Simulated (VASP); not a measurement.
# Ni (P6_3/mmc) in VASP: further runs

Ni is run at these levels: PBEsol, LDA, r2SCAN; tasks: single point.

All numbers are computed with VASP 6.6.1; they aren't measurements. Logs are shortened: lines on timing, memory, paths and dates and some standing lists are left out, and cuts for length are marked.

### Step 1. The cell of the first run

The structure is hexagonal, space group P6_3/mmc (No. 194). The conventional cell has a = 2.448 Å, b = 2.448 Å, c = 4.073 Å, α = 90.00°, β = 90.00°, γ = 120.00°. Within 3.2 Å of Ni (site symmetry -6m2) lie 12 Ni at 2.45 to 2.48 Å.

### Step 2. Single point, PBEsol, collinear spin, antiferromagnetic start

Input file INCAR:

```
SYSTEM = Ni
ALGO = Normal ; EDIFF = 1E-6
ENCUT = 520 ; GGA = PS
ISIF = 2 ; ISMEAR = -1
ISPIN = 2 ; LASPH = .True.
LCHARG = .False. ; LMAXMIX = 4
LORBIT = 11 ; LREAL = .False.
LWAVE = .False. ; MAGMOM = 2 -2
NBANDS = 21 ; NELM = 150
PREC = Accurate ; SIGMA = 0.1
```

Input file KPOINTS:

```
k-points
0
Gamma
  13 13 7
  0 0 0
```

Input file POSCAR:

```
Ni
1.0
    2.4480229000      0.0000000000      0.0000000000
   -1.2240114500      2.1200500200      0.0000000000
    0.0000000000      0.0000000000      4.0728075700
Ni
2
Direct
    0.3333333333      0.6666666667      0.2500000000
    0.6666666667      0.3333333333      0.7500000000
```

Potentials or basis: VASP PAW PBE potentials, release 64 (Ni).

The run is started by

```console
$ cat potpaw_PBE.64/Ni/POTCAR > POTCAR
$ mpirun -np 1 vasp_std > vasp.out
```

OUTCAR:

```text
SYSTEM = Ni
   EDIFF = 1E-6
   ENCUT = 520
   GGA = PS
   ISIF = 2
   ISMEAR = -1
   ISPIN = 2
   LASPH = .True.
   LORBIT = 11
   LREAL = .False.
   NELM = 150
   PREC = Accurate

 ion  position               nearest neighbor table
   1  0.333  0.667  0.250-   2 2.48   2 2.48   2 2.48   2 2.48   2 2.48   2 2.48
   2  0.667  0.333  0.750-   1 2.48   1 2.48   1 2.48   1 2.48   1 2.48   1 2.48

  LATTYP: Found a hexagonal cell.
 ALAT       =     2.4480229000
 C/A-ratio  =     1.6637130192

  Lattice vectors:

 A1 = (   2.4480229000,   0.0000000000,   0.0000000000)
 A2 = (  -1.2240114500,   2.1200500200,   0.0000000000)
 A3 = (   0.0000000000,   0.0000000000,   4.0728075700)

Analysis of symmetry for initial positions (statically):
=====================================================================
 Subroutine PRICEL returns:
 Original cell was already a primitive cell.

 Routine SETGRP: Setting up the symmetry group for a
 hexagonal supercell.

 Subroutine GETGRP returns: Found 24 space group operations
 (whereof 12 operations were pure point group operations)
 out of a pool of 24 trial point group operations.

The static configuration has the point symmetry D_3d.
 The point group associated with its full space group is D_6h.

Analysis of symmetry for dynamics (positions and initial velocities):
=====================================================================
 Subroutine PRICEL returns:
 Original cell was already a primitive cell.

 Routine SETGRP: Setting up the symmetry group for a
 hexagonal supercell.

 Subroutine GETGRP returns: Found 24 space group operations
 (whereof 12 operations were pure point group operations)
 out of a pool of 24 trial point group operations.

The dynamic configuration has the point symmetry D_3d.
 The point group associated with its full space group is D_6h.

Analysis of structural, dynamic, and magnetic symmetry:
=====================================================================
 Subroutine PRICEL returns:
 Original cell was already a primitive cell.

 Routine SETGRP: Setting up the symmetry group for a
 hexagonal supercell.

 Subroutine GETGRP returns: Found 24 space group operations
 (whereof 12 operations were pure point group operations)
 out of a pool of 24 trial point group operations.

The overall configuration has the point symmetry D_3d.
 The point group associated with its full space group is D_6h.

 Subroutine INISYM returns: Found 24 space group operations
 (whereof 12 operations are pure point group operations),
 and found     1 'primitive' translations

----------------------------------------------------------------------------------------

                                     Primitive cell

  volume of cell :      21.1376

  direct lattice vectors                    reciprocal lattice vectors
     2.448022900  0.000000000  0.000000000     0.408492911  0.235843492  0.000000000
    -1.224011450  2.120050020  0.000000000     0.000000000  0.471686984  0.000000000
     0.000000000  0.000000000  4.072807570     0.000000000  0.000000000  0.245530873

  length of vectors
     2.448022900  2.448022900  4.072807570     0.471686984  0.471686984  0.245530873

  position of ions in fractional coordinates (direct lattice)
     0.333333333  0.666666667  0.250000000
     0.666666667  0.333333333  0.750000000

  ion indices of the primitive-cell ions
   primitive index   ion index
                 1           1
                 2           2

----------------------------------------------------------------------------------------

 KPOINTS: k-points

Automatic generation of k-mesh.
 Grid dimensions read from file:
 generate k-points for:   13   13    7

 Generating k-lattice:

  Cartesian coordinates                     Fractional coordinates (reciprocal lattice)
     0.031422532  0.018141807  0.000000000     0.076923077  0.000000000  0.000000000
     0.000000000  0.036283614  0.000000000     0.000000000  0.076923077  0.000000000
     0.000000000  0.000000000  0.035075839     0.000000000  0.000000000  0.142857143

  Length of vectors
     0.036283614  0.036283614  0.035075839

  Shift w.r.t. Gamma in fractional coordinates (k-lattice)
     0.000000000  0.000000000  0.000000000

 Subroutine IBZKPT returns following result:
 ===========================================

 Found     84 irreducible k-points:

 Following reciprocal coordinates:
            Coordinates               Weight
  0.000000  0.000000  0.000000      1.000000
  0.076923  0.000000  0.000000      6.000000
  0.153846 -0.000000  0.000000      6.000000
  0.230769 -0.000000  0.000000      6.000000
  0.307692 -0.000000  0.000000      6.000000
  0.384615 -0.000000  0.000000      6.000000
[... 16 lines left out ...]
  0.076923  0.000000  0.142857     12.000000
  0.153846 -0.000000  0.142857     12.000000
 [... further k-points ...]
   k-points           NKPTS =     84   k-points in BZ     NKDIM =     84   number of bands    NBANDS=     21
   number of dos      NEDOS =    301   number of ions     NIONS =      2
   total plane-waves  NPLWV =   9720
   dimension x,y,z NGX =    18 NGY =   18 NGZ =   30
   dimension x,y,z NGXF=    36 NGYF=   36 NGZF=   60
   ions per type =               2
   NGX,Y,Z   is equivalent  to a cutoff of  12.22, 12.22, 12.25 a.u.
   NGXF,Y,Z  is equivalent  to a cutoff of  24.45, 24.45, 24.49 a.u.
 SYSTEM =  Ni
   PREC   = accura    normal or accurate (medium, high low for compatibility)
   ISTART =      0    job   : 0-new  1-cont  2-samecut
   ICHARG =      2    charge: 1-file 2-atom 10-const
   ISPIN  =      2    spin polarized calculation?
   LNONCOLLINEAR =      F non collinear calculations
   LSORBIT =      F    spin-orbit coupling
   LASPH  =      T    aspherical Exc in radial PAW
   ENCUT  =  520.0 eV  38.22 Ry    6.18 a.u.   4.55  4.55  7.57*2*pi/ulx,y,z
   NELM   =    150;   NELMIN=  2; NELMDL= -5     # of ELM steps
   EDIFF  = 0.1E-05   stopping-criterion for ELM
   LREAL  =      F    real-space projection
   EDIFFG = 0.1E-04   stopping-criterion for IOM
   NSW    =      0    number of steps for IOM
   IBRION =     -1    ionic relax: 0-MD 1-quasi-New 2-CG
   NFREE  =      0    steps in history (QN), initial steepest desc. (CG)
   ISIF   =      2    stress and relaxation
   ISYM   =      2    0-nonsym 1-usesym 2-fastsym
   POTIM  = 0.5000    time-step for ionic-motion
   TEBEG  =    0.0;   TEEND  =   0.0 temperature during run
   PSTRESS=    0.0 pullay stress
   NELECT =      20.0000    total number of electrons
   NUPDOWN=      -1.0000    fix difference up-down
   EMIN   =  10.00;   EMAX   =-10.00  energy-range for DOS
   EFERMI =   0.00;   METHOD = LEGACY
   ISMEAR =    -1;   SIGMA  =   0.10  broadening in eV -4-tet -1-fermi 0-gaus
   EFERMI_NEDOS =   21; number of points for ismear=-14 and -15
   IALGO  =     38    algorithm
   IMIX   =      4    mixing-type and parameters
     AMIX     =   0.40;   BMIX     =  1.00
     AMIX_MAG =   1.60;   BMIX_MAG =  1.00
  volume/ion in A,a.u.               =      10.57        71.32
  Fermi-wavevector in a.u.,A,eV,Ry     =   1.607187  3.037143 35.144518  2.583049
  Thomas-Fermi vector in A             =   2.703255
   LORBIT       =     11    0 simple, 1 ext, 2 COOP (PROOUT), +10 PAW based schemes
   GGA     = PS    functional components
   LHFCALC =     F    Hartree Fock is set to
   AEXX    =    0.0000 exact exchange contribution
   IVDW    =     0    specifies the selected vdW correction
   LEPSILON=     F    determine dielectric tensor
   LRPA    =     F    only Hartree local field effects (RPA)
 spin polarized calculation
  energy-cutoff  :      520.00
  volume of cell :       21.14
 maximum number of plane-waves:       586
   NGX =  9   NGY =  9   NGZ = 15

 number of electron      19.9999995 magnetization       0.0000000

 number of electron      19.9999995 magnetization      -0.0000000

 Free energy of the ion-electron system (eV)
  ---------------------------------------------------
  ext. energy  EPLUGINS =         0.00000000
  ---------------------------------------------------
  free energy    TOTEN  =       -12.21543624 eV

  energy without entropy =      -12.02973382  energy(sigma->0) =      -12.12258503

 E-fermi :   9.4618     XC(G=0): -13.6057

 val. band max:        9.4585294817   @ k =   0.3846  -0.0000   0.0000
 cond. band min:       9.4639358403   @ k =   0.4615   0.0769   0.0000
 fundamental gap:      0.0054063587
 Fermi energy:         9.4618083237

 spin component 1

 k-point     1 :       0.0000    0.0000    0.0000
  band No.  band energies     occupation
      1       0.3343      1.00000
      2       4.7894      1.00000
      3       7.4151      1.00000
      4       7.5549      1.00000
      5       7.5549      1.00000
      6       7.8293      1.00000
[... 13 lines left out ...]
     20      36.3573      0.00000
     21      40.2697      0.00000
[... 529 lines left out ...]
 k-point    24 :       0.1538   -0.0000    0.1429
  band No.  band energies     occupation
      1       1.3598      1.00000
      2       5.2024      1.00000
      3       7.0243      1.00000
      4       7.1054      1.00000
      5       7.5371      1.00000
      6       7.8027      1.00000
[... 13 lines left out ...]
     20      37.9236      0.00000
     21      38.8655      0.00000

 [... further k-points ...]

 spin component 2

 k-point     1 :       0.0000    0.0000    0.0000
  band No.  band energies     occupation
      1       0.3343      1.00000
      2       4.7894      1.00000
      3       7.4151      1.00000
      4       7.5549      1.00000
      5       7.5549      1.00000
      6       7.8293      1.00000
[... 13 lines left out ...]
     20      36.3573      0.00000
     21      40.2697      0.00000
[... 529 lines left out ...]
 k-point    24 :       0.1538   -0.0000    0.1429
  band No.  band energies     occupation
      1       1.3598      1.00000
      2       5.2024      1.00000
      3       7.0243      1.00000
      4       7.1054      1.00000
      5       7.5371      1.00000
      6       7.8027      1.00000
[... 13 lines left out ...]
     20      37.9236      0.00000
     21      38.8655      0.00000

 [... further k-points ...]
[... 5 lines left out ...]
  --------------------------------------------------------------------------------------
  -------------------------------------------------------------------------------------
  Total       -0.3629774     -0.3629774     -0.7411140      0.0000000      0.0000000      0.0000000
  in kB      -27.5127928    -27.5127928    -56.1746140      0.0000000      0.0000000      0.0000000
  external PRESSURE =     -37.0667332 kB  Pullay stress =       0.0000000 kB

 VOLUME and BASIS-vectors are now :
 -----------------------------------------------------------------------------
  energy-cutoff  :      520.00
  volume of cell :       21.14
      direct lattice vectors                 reciprocal lattice vectors
     2.448022900  0.000000000  0.000000000     0.408492911  0.235843492  0.000000000
    -1.224011450  2.120050020  0.000000000     0.000000000  0.471686984  0.000000000
     0.000000000  0.000000000  4.072807570     0.000000000  0.000000000  0.245530873

 POSITION                                       TOTAL-FORCE (eV/Angst)
 -----------------------------------------------------------------------------------
     -0.00000      1.41337      1.01820        -0.000000      0.000000      0.000000
      1.22401      0.70668      3.05461         0.000000     -0.000000      0.000000
 -----------------------------------------------------------------------------------
    total drift:                               -0.000000      0.000000     -0.000000

  FREE ENERGIE OF THE ION-ELECTRON SYSTEM (eV)
  ---------------------------------------------------
  free  energy   TOTEN  =       -12.2154362372 eV

  energy  without entropy=      -12.0297338218  energy(sigma->0) =      -12.12258503

 total charge

# of ion       s       p       d       tot
------------------------------------------
    1        0.509   0.524   8.336   9.370
    2        0.509   0.524   8.336   9.370
--------------------------------------------------
tot          1.018   1.049  16.673  18.739

 magnetization (x)

# of ion       s       p       d       tot
------------------------------------------
    1       -0.000   0.000   0.000   0.000
    2        0.000  -0.000  -0.000  -0.000
--------------------------------------------------
tot          0.000   0.000   0.000   0.000
```

Wall time 39 s (1 thread of Intel Xeon 6975P-C (Granite Rapids), shared host); peak memory 0.17 GiB.

Results:

| Item | Value |
| --- | --- |
| Free energy | -12.2154 eV |
| Pressure | -3.7 GPa |
| Band gap on the k mesh | zero (filled and empty bands overlap) |
| Net moment | 0.00 μB per cell |
| Valence electrons inside the program's atomic spheres | Ni 9.37 |

Levels at points of the mesh, in eV from the Fermi level:
Spin up:
```tsv
k point	band 7	band 8	band 9	band 10	band 11	band 12	band 13	band 14
(0.00, 0.00, 0.00)	-1.63	-1.12	-1.12	-0.46	-0.17	-0.17	5.95	23.15
```
Spin down:
```csv
k point,band 6,band 7,band 8,band 9,band 10,band 11,band 12,band 13,band 14,band 15
"(0.00, 0.00, 0.00)",-1.63,-1.63,-1.12,-1.12,-0.46,-0.17,-0.17,5.95,23.15,25.40
```

Caveat: the starting moments collapsed, and a magnetic state may lie lower; the PAW data sets were made with another functional, which shifts forces and pressure a little.

(Part 1 of 2 ends here.)
